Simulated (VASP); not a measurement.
# Be4H (P-3m1) in VASP: further runs, part 2 of 2

VASP 6.6.1. The steps go on from the part before.

## (3) Single point, PBE

This run uses another cell than the first one, of 7.23 Å³/atom, 1.099 times its volume.

File INCAR:

```
PREC = Accurate
ENCUT = 520
EDIFF = 1E-6
ISMEAR = 0
SIGMA = 0.1
LREAL = False
LASPH = True
NELM = 60
ALGO = Normal
ISIF = 2
LWAVE = False
LCHARG = True
GGA = PE
LELF = True
LVHAR = True
NBANDS = 12
```

File KPOINTS:

```
Automatic mesh
0
Gamma
  12 12 4
```

File POSCAR:

```
Be4H
1.0
    2.2244140297      0.0000000000      0.0000000000
   -1.1122070148      1.9263990582      0.0000000000
    0.0000000000      0.0000000000      8.4328610914
Be H
4 1
Direct
    0.3333333333      0.6666666667      0.8282973556
    0.3333333333      0.6666666667      0.3920860196
    0.6666666667      0.3333333333      0.1717026444
    0.6666666667      0.3333333333      0.6079139804
    0.0000000000      0.0000000000      0.0000000000
```

Potentials or basis: VASP PAW PBE potentials, release 64 (Be, H).

Launch:

```bash
cat potpaw_PBE.64/Be/POTCAR potpaw_PBE.64/H/POTCAR > POTCAR
mpirun -np 1 vasp_std > vasp.out
```

OUTCAR:

```text
PREC = Accurate
   ENCUT = 520
   EDIFF = 1E-6
   ISMEAR = 0
   LREAL = False
   LASPH = True
   NELM = 60
   ISIF = 2
   GGA = PE

 ion  position               nearest neighbor table
   1  0.333  0.667  0.828-   4 2.26   4 2.26   4 2.26
   2  0.333  0.667  0.392-   4 2.23   4 2.23   4 2.23   3 2.26   3 2.26   3 2.26
   3  0.667  0.333  0.172-   2 2.26   2 2.26   2 2.26
   4  0.667  0.333  0.608-   2 2.23   2 2.23   2 2.23   1 2.26   1 2.26   1 2.26
   5  0.000  0.000  0.000-

  LATTYP: Found a hexagonal cell.
 ALAT       =     2.2244140297
 C/A-ratio  =     3.7910483295

  Lattice vectors:

 A1 = (   2.2244140297,   0.0000000000,   0.0000000000)
 A2 = (  -1.1122070148,   1.9263990582,   0.0000000000)
 A3 = (   0.0000000000,   0.0000000000,   8.4328610914)

Analysis of symmetry for initial positions (statically):
=====================================================================
 Subroutine PRICEL returns:
 Original cell was already a primitive cell.

 Routine SETGRP: Setting up the symmetry group for a
 hexagonal supercell.

 Subroutine GETGRP returns: Found 12 space group operations
 (whereof 12 operations were pure point group operations)
 out of a pool of 24 trial point group operations.

The static configuration has the point symmetry D_3d.

Analysis of symmetry for dynamics (positions and initial velocities):
=====================================================================
 Subroutine PRICEL returns:
 Original cell was already a primitive cell.

 Routine SETGRP: Setting up the symmetry group for a
 hexagonal supercell.

 Subroutine GETGRP returns: Found 12 space group operations
 (whereof 12 operations were pure point group operations)
 out of a pool of 24 trial point group operations.

The dynamic configuration has the point symmetry D_3d.

 Subroutine INISYM returns: Found 12 space group operations
 (whereof 12 operations are pure point group operations),
 and found     1 'primitive' translations

----------------------------------------------------------------------------------------

                                     Primitive cell

  volume of cell :      36.1357

  direct lattice vectors                    reciprocal lattice vectors
     2.224414030  0.000000000  0.000000000     0.449556596  0.259551622  0.000000000
    -1.112207015  1.926399058  0.000000000     0.000000000  0.519103244  0.000000000
     0.000000000  0.000000000  8.432861091     0.000000000  0.000000000  0.118583715

  length of vectors
     2.224414030  2.224414030  8.432861091     0.519103244  0.519103244  0.118583715

  position of ions in fractional coordinates (direct lattice)
     0.333333333  0.666666667  0.828297356
     0.333333333  0.666666667  0.392086020
     0.666666667  0.333333333  0.171702644
     0.666666667  0.333333333  0.607913980
     0.000000000  0.000000000  0.000000000

  ion indices of the primitive-cell ions
   primitive index   ion index
                 1           1
                 2           2
                 3           3
                 4           4
                 5           5

----------------------------------------------------------------------------------------
[... 49 lines left out ...]
  0.166667  0.000000  0.250000      6.000000
  0.000000  0.166667  0.250000      6.000000
 [... further k-points ...]
   k-points           NKPTS =     69   k-points in BZ     NKDIM =     69   number of bands    NBANDS=     12
   number of dos      NEDOS =    301   number of ions     NIONS =      5
   total plane-waves  NPLWV =  20736
   dimension x,y,z NGX =    18 NGY =   18 NGZ =   64
   dimension x,y,z NGXF=    36 NGYF=   36 NGZF=  128
   ions per type =               4   1
   NGX,Y,Z   is equivalent  to a cutoff of  13.45, 13.45, 12.62 a.u.
   NGXF,Y,Z  is equivalent  to a cutoff of  26.91, 26.91, 25.23 a.u.
 SYSTEM =  unknown system
   PREC   = accura    normal or accurate (medium, high low for compatibility)
   ISTART =      0    job   : 0-new  1-cont  2-samecut
   ICHARG =      2    charge: 1-file 2-atom 10-const
   ISPIN  =      1    spin polarized calculation?
   LNONCOLLINEAR =      F non collinear calculations
   LSORBIT =      F    spin-orbit coupling
   LASPH  =      T    aspherical Exc in radial PAW
   ENCUT  =  520.0 eV  38.22 Ry    6.18 a.u.   4.14  4.14 15.68*2*pi/ulx,y,z
   NELM   =     60;   NELMIN=  2; NELMDL= -5     # of ELM steps
   EDIFF  = 0.1E-05   stopping-criterion for ELM
   LREAL  =      F    real-space projection
   EDIFFG = 0.1E-04   stopping-criterion for IOM
   NSW    =      0    number of steps for IOM
   IBRION =     -1    ionic relax: 0-MD 1-quasi-New 2-CG
   NFREE  =      0    steps in history (QN), initial steepest desc. (CG)
   ISIF   =      2    stress and relaxation
   ISYM   =      2    0-nonsym 1-usesym 2-fastsym
   POTIM  = 0.5000    time-step for ionic-motion
   TEBEG  =    0.0;   TEEND  =   0.0 temperature during run
   PSTRESS=    0.0 pullay stress
   NELECT =       9.0000    total number of electrons
   NUPDOWN=      -1.0000    fix difference up-down
   EMIN   =  10.00;   EMAX   =-10.00  energy-range for DOS
   EFERMI =   0.00;   METHOD = LEGACY
   ISMEAR =     0;   SIGMA  =   0.10  broadening in eV -4-tet -1-fermi 0-gaus
   EFERMI_NEDOS =   21; number of points for ismear=-14 and -15
   IALGO  =     38    algorithm
   IMIX   =      4    mixing-type and parameters
     AMIX     =   0.40;   BMIX     =  1.00
     AMIX_MAG =   1.60;   BMIX_MAG =  1.00
  volume/ion in A,a.u.               =       7.23        48.77
  Fermi-wavevector in a.u.,A,eV,Ry     =   1.030015  1.946445 14.434831  1.060930
  Thomas-Fermi vector in A             =   2.164091
   LORBIT       =      0    0 simple, 1 ext, 2 COOP (PROOUT), +10 PAW based schemes
   GGA     = PE    functional components
   LHFCALC =     F    Hartree Fock is set to
   AEXX    =    0.0000 exact exchange contribution
   IVDW    =     0    specifies the selected vdW correction
   LEPSILON=     F    determine dielectric tensor
   LRPA    =     F    only Hartree local field effects (RPA)
 non-spin polarized calculation
 Gauss-broadening in eV      SIGMA  =   0.10
  energy-cutoff  :      520.00
  volume of cell :       36.14
 maximum number of plane-waves:       992
 NGX is ok and might be reduce to    18
   NGX =  9   NGY =  9   NGZ = 31

 number of electron       8.9999999 magnetization

 Free energy of the ion-electron system (eV)
  ---------------------------------------------------
  ext. energy  EPLUGINS =         0.00000000
  ---------------------------------------------------
  free energy    TOTEN  =       -17.14639855 eV

  energy without entropy =      -17.13870133  energy(sigma->0) =      -17.14254994

 E-fermi :   6.1505     XC(G=0): -10.4626

 val. band max:        6.1465352605   @ k =   0.4167   0.0833   0.0000
 cond. band min:       6.1673362430   @ k =   0.1667   0.0833   0.5000
 fundamental gap:      0.0208009825
 Fermi energy:         6.1504925880

 k-point     1 :       0.0000    0.0000    0.0000
  band No.  band energies     occupation
      1      -5.5246      2.00000
      2      -3.9997      2.00000
      3      -3.2754      2.00000
      4       0.1048      2.00000
      5       3.0975      2.00000
      6      10.8779      0.00000
      7      11.1997      0.00000
      8      21.0688      0.00000
      9      22.4424      0.00000
     10      23.6617      0.00000
     11      23.6617      0.00000
     12      24.4428      0.00000
[... 331 lines left out ...]
 k-point    24 :       0.0000    0.1667    0.2500
  band No.  band energies     occupation
      1      -4.5695      2.00000
      2      -3.4898      2.00000
      3      -1.8703      2.00000
      4       0.4622      2.00000
      5       4.5538      2.00000
      6       9.3124      0.00000
      7      13.9844      0.00000
      8      18.3654      0.00000
      9      18.6212      0.00000
     10      19.7628      0.00000
     11      20.8101      0.00000
     12      21.8651      0.00000

 [... further k-points ...]
[... 5 lines left out ...]
  --------------------------------------------------------------------------------------
  -------------------------------------------------------------------------------------
  Total        0.0668538      0.0668538      0.0359291      0.0000000     -0.0000000     -0.0000000
  in kB        2.9641500      2.9641500      1.5930168      0.0000000     -0.0000000     -0.0000000
  external PRESSURE =       2.5071056 kB  Pullay stress =       0.0000000 kB

 VOLUME and BASIS-vectors are now :
 -----------------------------------------------------------------------------
  energy-cutoff  :      520.00
  volume of cell :       36.14
      direct lattice vectors                 reciprocal lattice vectors
     2.224414030  0.000000000  0.000000000     0.449556596  0.259551622  0.000000000
    -1.112207015  1.926399058  0.000000000     0.000000000  0.519103244  0.000000000
     0.000000000  0.000000000  8.432861091     0.000000000  0.000000000  0.118583715

 POSITION                                       TOTAL-FORCE (eV/Angst)
 -----------------------------------------------------------------------------------
     -0.00000      1.28427      6.98492         0.000000      0.000000     -0.002497
     -0.00000      1.28427      3.30641        -0.000000      0.000000     -0.016610
      1.11221      0.64213      1.44794        -0.000000     -0.000000      0.002497
      1.11221      0.64213      5.12645         0.000000     -0.000000      0.016610
      0.00000      0.00000      0.00000         0.000000      0.000000      0.000000
 -----------------------------------------------------------------------------------
    total drift:                               -0.000000      0.000000     -0.000000

  FREE ENERGIE OF THE ION-ELECTRON SYSTEM (eV)
  ---------------------------------------------------
  free  energy   TOTEN  =       -17.1463985462 eV

  energy  without entropy=      -17.1387013253  energy(sigma->0) =      -17.14254994
```

It took 43 s on 1 thread of Intel Xeon Platinum 8259CL at 2.50GHz (Skylake/Cascade Lake), shared host; peak memory 0.16 GiB.

What came out:

* Free energy: -17.1464 eV
* Pressure: 0.3 GPa
* Largest force: 0.017 eV/Å

Forces on the atoms (eV/Å):
```
Be   0.000  0.000 -0.002
Be   0.000  0.000 -0.017
Be   0.000  0.000  0.002
Be   0.000  0.000  0.017
H    0.000  0.000  0.000
```

Levels at points of the mesh, in eV from the Fermi level:
| k point | band 2 | band 3 | band 4 | band 5 | band 6 | band 7 | band 8 | band 9 |
| --- | --- | --- | --- | --- | --- | --- | --- | --- |
| (0.00, 0.00, 0.00) | -10.15 | -9.43 | -6.05 | -3.05 | 4.73 | 5.05 | 14.92 | 16.29 |
| (0.50, 0.00, 0.00) | -3.84 | -3.47 | -2.64 | -0.24 | 1.56 | 3.33 | 3.59 | 4.64 |
| (0.00, 0.00, 0.50) | -10.72 | -8.27 | -7.31 | -1.62 | 1.57 | 10.12 | 10.17 | 17.56 |
| (0.50, 0.00, 0.50) | -4.30 | -2.90 | -2.76 | -0.23 | 1.82 | 2.67 | 2.77 | 6.38 |
